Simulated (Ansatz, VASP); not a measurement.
**One calculation of ZnO, two programs**

```
Zn O
1.0
     3.24931    0.00000    0.00000
    -1.62465    2.81398    0.00000
     0.00000    0.00000    5.20571
Zn O
2 2
Cartesian
  1.6247 0.9380 0.0000
  0.0000 1.8760 2.6029
  0.0000 1.8760 4.5759
  1.6247 0.9380 1.9730
```

Alike in both runs: task single point; functional PBE; k mesh 9 × 9 × 5; occupations gaussian, width 0.015 eV; no spin polarisation.

```csv
,VASP,Ansatz
version,VASP 6.6.1,Ansatz 0.2.0
potentials or method,"VASP PAW PBE potentials, release 64 (Zn, O)",Ansatz PAW
plane-wave cutoff (eV),520,420
valence electrons in the cell,36,36
```

Ansatz gave:

```
gap on the k mesh at the Fermi level (eV)                     : 0.80
least direct gap on the mesh (eV)                             : 0.80
pressure (GPa)                                                : 4.9
traceless stress, the component that is largest in VASP (GPa) : 1.14
rms of the force components (eV/Å)                            : 0.040
```

Which values does VASP return?

gap on the k mesh at the Fermi level (eV): 0.79; least direct gap on the mesh (eV): 0.79; pressure (GPa): 6.0; traceless stress, the component that is largest in VASP (GPa): 1.17; rms of the force components (eV/Å): 0.043.

Atom by atom the forces differ by 0.002 eV/Å (rms over components).

Noted on Ansatz's run: odd divisions of the mesh miss points on the zone boundary, where band edges often lie, so the gap on the mesh can be too wide.
